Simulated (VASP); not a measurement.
# In3Sb2As (P3m1) in VASP: notebook, part 2 of 2

VASP 6.6.1. Earlier steps stand in the parts before.

## Step 3: Single point, PBE

File INCAR:

```
PREC = Accurate ; ENCUT = 520
EDIFF = 1E-7 ; ISMEAR = 0
SIGMA = 0.1 ; LREAL = F
LASPH = T ; NELM = 100
ALGO = Normal ; ISIF = 2
LWAVE = F ; LCHARG = F
GGA = PE ; NBANDS = 36
```

File KPOINTS:

```
Automatic mesh
0
Gamma
  12 12 4
```

File POSCAR:

```
In3Sb2As
1.0
    4.5896861743      0.0000000000      0.0000000000
   -2.2948430871      3.9747848223      0.0000000000
    0.0000000000      0.0000000000     11.2418231000
In Sb As
3 2 1
Direct
    0.0000000000      0.0000000000      0.0121200000
    0.3333333333      0.6666666667      0.6672690000
    0.6666666667      0.3333333333      0.3211310000
    0.3333333333      0.6666666667      0.9217450000
    0.6666666667      0.3333333333      0.5770960000
    0.0000000000      0.0000000000      0.2506380000
```

Potentials or basis: VASP PAW PBE potentials, release 64 (In_d, Sb, As).

Run with:

```
$ cat potpaw_PBE.64/In_d/POTCAR potpaw_PBE.64/Sb/POTCAR potpaw_PBE.64/As/POTCAR > POTCAR
$ mpirun -np 1 vasp_std > vasp.out
```

OUTCAR:

```text
PREC = Accurate
   ENCUT = 520
   EDIFF = 1E-7
   ISMEAR = 0
   LREAL = F
   LASPH = T
   NELM = 100
   ISIF = 2
   GGA = PE

 ion  position               nearest neighbor table
   1  0.000  0.000  0.012-   6 2.68   4 2.84   4 2.84   4 2.84
   2  0.333  0.667  0.667-   5 2.84   5 2.84   5 2.84   4 2.86
   3  0.667  0.333  0.321-   6 2.77   6 2.77   6 2.77   5 2.88
   4  0.333  0.667  0.922-   1 2.84   1 2.84   1 2.84   2 2.86
   5  0.667  0.333  0.577-   2 2.84   2 2.84   2 2.84   3 2.88
   6  0.000  0.000  0.251-   1 2.68   3 2.77   3 2.77   3 2.77

  LATTYP: Found a hexagonal cell.
[... 1142 lines left out ...]
  -------------------------------------------------------------------------------------
  Total       -0.0065244     -0.0065244      0.0026298     -0.0000000      0.0000000     -0.0000000
  in kB       -0.0509702     -0.0509702      0.0205447     -0.0000000      0.0000000     -0.0000000
  external PRESSURE =      -0.0271319 kB  Pullay stress =       0.0000000 kB

 VOLUME and BASIS-vectors are now :
 -----------------------------------------------------------------------------
  energy-cutoff  :      520.00
  volume of cell :      205.08
      direct lattice vectors                 reciprocal lattice vectors
     4.589686174  0.000000000  0.000000000     0.217879821  0.125792973  0.000000000
    -2.294843087  3.974784822  0.000000000     0.000000000  0.251585946  0.000000000
     0.000000000  0.000000000 11.241823100     0.000000000  0.000000000  0.088953543

 POSITION                                       TOTAL-FORCE (eV/Angst)
 -----------------------------------------------------------------------------------
      0.00000      0.00000      0.13625        -0.000000      0.000000     -0.007612
     -0.00000      2.64986      7.50132         0.000000      0.000000     -0.000772
      2.29484      1.32493      3.61010         0.000000     -0.000000      0.003517
     -0.00000      2.64986     10.36209        -0.000000      0.000000      0.000151
      2.29484      1.32493      6.48761        -0.000000      0.000000      0.001530
      0.00000      0.00000      2.81763        -0.000000      0.000000      0.003186
 -----------------------------------------------------------------------------------
    total drift:                               -0.000001      0.000000     -0.000327

  FREE ENERGIE OF THE ION-ELECTRON SYSTEM (eV)
  ---------------------------------------------------
  free  energy   TOTEN  =       -21.5024071530 eV

  energy  without entropy=      -21.5011001735  energy(sigma->0) =      -21.50175366
```

OSZICAR:

```text
N       E                     dE             d eps       ncg     rms          rms(c)
DAV:   1     0.471745051300E+03    0.47175E+03   -0.23060E+04  4968   0.154E+03
DAV:   2     0.313366185097E+02   -0.44041E+03   -0.43000E+03  5016   0.390E+02
DAV:   3    -0.193537000915E+02   -0.50690E+02   -0.49646E+02  6008   0.152E+02
DAV:   4    -0.218312605008E+02   -0.24776E+01   -0.24671E+01  5916   0.356E+01
DAV:   5    -0.219521438306E+02   -0.12088E+00   -0.12085E+00  7820   0.736E+00    0.673E+00
DAV:   6    -0.215267222468E+02    0.42542E+00   -0.79800E-01  6748   0.965E+00    0.386E+00
DAV:   7    -0.215017240674E+02    0.24998E-01   -0.45275E-01  7276   0.419E+00    0.926E-01
DAV:   8    -0.214994214759E+02    0.23026E-02   -0.54404E-02  6832   0.214E+00    0.475E-01
DAV:   9    -0.215011722706E+02   -0.17508E-02   -0.77628E-03  6060   0.460E-01    0.296E-01
DAV:  10    -0.215020968671E+02   -0.92460E-03   -0.14779E-03  6484   0.188E-01    0.107E-01
DAV:  11    -0.215023729379E+02   -0.27607E-03   -0.37863E-04  5720   0.922E-02    0.299E-02
DAV:  12    -0.215023944568E+02   -0.21519E-04   -0.52644E-05  6964   0.466E-02    0.233E-02
DAV:  13    -0.215024054604E+02   -0.11004E-04   -0.27099E-05  5828   0.225E-02    0.102E-02
DAV:  14    -0.215024069828E+02   -0.15224E-05   -0.17887E-06  6396   0.884E-03    0.268E-03
DAV:  15    -0.215024071120E+02   -0.12926E-06   -0.98999E-07  4904   0.346E-03    0.140E-03
DAV:  16    -0.215024071530E+02   -0.40975E-07   -0.61949E-08  4264   0.202E-03
   1 F= -.21502407E+02 E0= -.21501754E+02  d E =-.130698E-02
```

Run time: 8.6 min. Hardware: 1 thread of Intel Xeon 6975P-C, shared host; peak memory 0.64 GiB.

Results:

| Item | Value |
| --- | --- |
| Free energy | -21.5024 eV |
| Pressure | 0.0 GPa |
| Largest force | 0.008 eV/Å |
| Band gap on the k mesh | zero (band 27 reaches 4.35 eV, above the bottom of band 28 at 4.31 eV) |

Forces on the atoms (eV/Å):
```
In   0.000  0.000 -0.008
In   0.000  0.000 -0.001
In   0.000  0.000  0.004
Sb   0.000  0.000  0.000
Sb   0.000  0.000  0.002
As   0.000  0.000  0.003
```

Caveat: spin-orbit coupling is left out, which moves the levels of the heavy elements.

## Step 4: Single point, PBE

File INCAR:

```
SYSTEM = In3Sb2As
  PREC = Accurate
  ENCUT = 520
  EDIFF = 1E-7
  ISMEAR = 0
  SIGMA = 0.1
  LREAL = .FALSE.
  LASPH = .TRUE.
  NELM = 100
  ALGO = Normal
  ISIF = 2
  LWAVE = .FALSE.
  LCHARG = .TRUE.
  GGA = PE
  LELF = .TRUE.
  LVHAR = .TRUE.
  NBANDS = 36
```

File KPOINTS:

```
regular mesh
0
G
  12 12 4
  0 0 0
```

POSCAR is that of step 3.

Run with:

```
$ cat potpaw_PBE.64/In_d/POTCAR potpaw_PBE.64/Sb/POTCAR potpaw_PBE.64/As/POTCAR > POTCAR
$ mpirun -np 1 vasp_std > vasp.out
```

It took 9 min on 1 thread of Intel Xeon 6975P-C, shared host; peak memory 0.64 GiB.

The run converged. Its results:

```
Free energy            : -21.5024 eV
Pressure               : 0.0 GPa
Largest force          : 0.008 eV/Å
Band gap on the k mesh : zero (band 27 reaches 4.35 eV, above the bottom of band 28 at 4.31 eV)
```

Forces in eV/Å, atoms in the order of the input:
```
In   0.000  0.000 -0.008
In   0.000  0.000 -0.001
In   0.000  0.000  0.004
Sb   0.000  0.000  0.000
Sb   0.000  0.000  0.002
As   0.000  0.000  0.003
```

Levels at points of the mesh, in eV from the Fermi level:
| k point | band 23 | band 24 | band 25 | band 26 | band 27 | band 28 | band 29 | band 30 | band 31 | band 32 |
| --- | --- | --- | --- | --- | --- | --- | --- | --- | --- | --- |
| (0.00, 0.00, 0.00) | -0.98 | -0.60 | -0.60 | -0.18 | 0.00 | 0.00 | 0.53 | 0.95 | 3.12 | 3.12 |
| (0.50, 0.00, 0.00) | -2.25 | -2.14 | -2.09 | -1.45 | -1.21 | 1.23 | 1.42 | 1.64 | 1.76 | 3.48 |
| (0.00, 0.00, 0.50) | -1.21 | -0.43 | -0.43 | -0.16 | -0.16 | 0.00 | 0.90 | 1.12 | 3.32 | 3.50 |
| (0.50, 0.00, 0.50) | -2.55 | -2.16 | -1.76 | -1.02 | -0.95 | 0.38 | 1.46 | 1.77 | 2.56 | 2.75 |

Caveat: spin-orbit coupling is left out, which moves the levels of the heavy elements.
